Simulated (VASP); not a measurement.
A run of VASP 6.6.1:

The input POSCAR:

```
LiCl
1.0
    0.0000000000      2.5647700000      2.5647700000
    2.5647700000      0.0000000000      2.5647700000
    2.5647700000      2.5647700000      0.0000000000
Cl Li
1 1
Direct
    0.5000000000      0.5000000000      0.5000000000
    0.0000000000      0.0000000000      0.0000000000
```

File INCAR.step1:

```
ALGO = Normal
EDIFF = 1E-5
ENCUT = 520
GGA = PE
ISIF = 2
ISMEAR = -1
LASPH = True
LCHARG = False
LREAL = False
LWAVE = True
NBANDS = 12
NELM = 60
PREC = Accurate
SIGMA = 0.05
```

Contents of INCAR.step2:

```
AEXX = 0.25
ALGO = Normal
EDIFF = 1E-6
ENCUT = 520
GGA = PE
HFSCREEN = 0.2
ISIF = 2
ISMEAR = -1
ISTART = 1
LASPH = True
LCHARG = False
LHFCALC = True
LREAL = False
LWAVE = False
NBANDS = 12
NELM = 60
PREC = Accurate
PRECFOCK = Normal
SIGMA = 0.05
```

Contents of KPOINTS:

```
k-points
0
Gamma
  5 5 5
```

Potentials or basis: VASP PAW PBE potentials, release 64 (Cl, Li_sv).

Run with:

```sh
$ cat potpaw_PBE.64/Cl/POTCAR potpaw_PBE.64/Li_sv/POTCAR > POTCAR
$ cp INCAR.step1 INCAR
$ mpirun -np 1 vasp_std > vasp.out
$ cp INCAR.step2 INCAR
$ mpirun -np 1 vasp_std > vasp.out
```

Hardware: 1 thread of Intel(R) Xeon(R) Platinum 8488C (Sapphire Rapids) (shared host).

Problem. How long does it take, and how much memory?

Solution. It took 110 s on 1 thread of Intel(R) Xeon(R) Platinum 8488C (Sapphire Rapids), on a shared host, peak memory 0.25 GiB. Counts: k points 10.
